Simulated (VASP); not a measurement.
A run of VASP 6.6.1:

INCAR

```
PREC = Accurate
ENCUT = 600
EDIFF = 1E-6
ISMEAR = 0
SIGMA = 0.1
LREAL = F
LASPH = T
NELM = 60
ALGO = Normal
ISIF = 3
LWAVE = F
LCHARG = F
GGA = PE
IBRION = 2
NSW = 90
EDIFFG = -0.04
```

The input KPOINTS:

```
regular mesh
0
Gamma
  6 6 4
```

POSCAR

```
Be3ReH
1.0
    2.8576909000      0.0000000000      0.0000000000
    0.0000000000      2.8576909000      0.0000000000
    0.0000000000      0.0000000000      5.5303218300
Be Re H
3 1 1
Direct
    0.0000000000      0.0000000000      0.5000000000
    0.5000000000      0.5000000000      0.6427002700
    0.5000000000      0.5000000000      0.3572997300
    0.5000000000      0.5000000000      0.0000000000
    0.0000000000      0.0000000000      0.0000000000
```

Potentials or basis: VASP PAW PBE potentials, release 64 (Be, Re, H).

Run with:

```console
$ cat potpaw_PBE.64/Be/POTCAR potpaw_PBE.64/Re/POTCAR potpaw_PBE.64/H/POTCAR > POTCAR
$ mpirun -np 1 vasp_std > vasp.out
```

Hardware: 1 thread of Intel(R) Xeon(R) 6975P-C (Granite Rapids), with other jobs on the host.

Problem. Estimate the wall time of this run.

Solution. Wall time 71 s on 1 thread of Intel(R) Xeon(R) 6975P-C (Granite Rapids), on a shared host, peak memory 0.18 GiB. Counts: scf iterations 110, k points 30, ion steps 13.
